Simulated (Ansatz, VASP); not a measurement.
# GaAs in VASP and in Ansatz

Contents of INCAR:

```
SYSTEM = GaAs
ALGO     = Normal         ! electronic algorithm
EDIFF    = 1E-6           ! SCF threshold, eV
EDIFFG   = -0.01          ! ionic threshold
ENCUT    = 600            ! plane-wave cutoff, eV
GGA      = PS             ! functional
IBRION   = 2              ! ionic algorithm
ISIF     = 3              ! what is computed and relaxed
ISMEAR   = -1             ! smearing method
LASPH    = .TRUE.         ! aspherical terms in the spheres
LCHARG   = .FALSE.        ! write CHGCAR
LREAL    = .FALSE.        ! projectors in reciprocal space
LWAVE    = .FALSE.        ! write WAVECAR
NELM     = 80             ! most SCF steps
NSW      = 60             ! ionic steps
PREC     = Accurate       ! precision mode
SIGMA    = 0.05           ! smearing width, eV
```

Contents of KPOINTS:

```
k-points
0
G
  9 9 8
  0 0 0
```

POSCAR

```
GaAs
1.0
    3.6064012100      0.0000000000      0.0000000000
   -1.8032006000      3.1232350600      0.0000000000
    0.0000000000      0.0000000000      3.5731941600
Ga As
1 1
Direct
    0.3333333300      0.6666666700      0.5000000000
    0.0000000000      0.0000000000      0.0000000000
```

The input input.yaml:

```yaml
crystal:
  lattice:
    - [3.60640121, 0.0, 0.0]
    - [-1.8032006, 3.12323506, 0.0]
    - [0.0, 0.0, 3.57319416]
  atoms:
    - { symbol: Ga, position: [0.33333333, 0.66666667, 0.5] }
    - { symbol: As, position: [0.0, 0.0, 0.0] }
hamiltonian:
  xc: pbesol
  pseudopotentials: { kind: paw }
kpoints:
  mp_grid: { grid: [9, 9, 8] }
scf:
  occupations: { method: fermi_dirac, width: 0.05 }
output:
  forces: true
  stress: true
  eigenvalues: true
relax:
  f_tol: 0.01
  max_steps: 40
  cell: { stress_tol: 0.05 }
```

Alike in both runs: task relaxation of cell and atoms; functional PBEsol; k mesh 9 × 9 × 8; occupations fermi-dirac, width 0.05 eV; no spin polarisation.

|  | VASP | Ansatz |
| --- | --- | --- |
| version | VASP 6.6.1 | Ansatz 0.2.0 |
| potentials or method | VASP PAW PBE potentials, release 64 (Ga_d, As) | Ansatz PAW |
| plane-wave cutoff (eV) | 600 | 420 |
| valence electrons in the cell | 18 | 28 |

Ansatz gave:

```
gap on the k mesh at the Fermi level, each at its own relaxed structure (eV) : none
relaxed volume (Å³/atom)                                                     : 19.43
relaxed cell length with the largest relative difference (Å)                 : 3.268
```

Task: What did VASP give for the same quantities?

Result: gap on the k mesh at the Fermi level, each at its own relaxed structure (eV): none; relaxed volume (Å³/atom): 19.54; relaxed cell length with the largest relative difference (Å): 3.241.

VASP's potentials were made for PBE, not for PBEsol. A gap of «none» marks a metal or a gap that the smearing closes. VASP's potentials hold 18 valence electrons a cell and Ansatz's 28, so a difference there can come from the potentials and not from the codes.

Noted on Ansatz's run: the plane-wave basis is chosen anew once the cell has moved, so the energies of steps on either side of that aren't comparable.
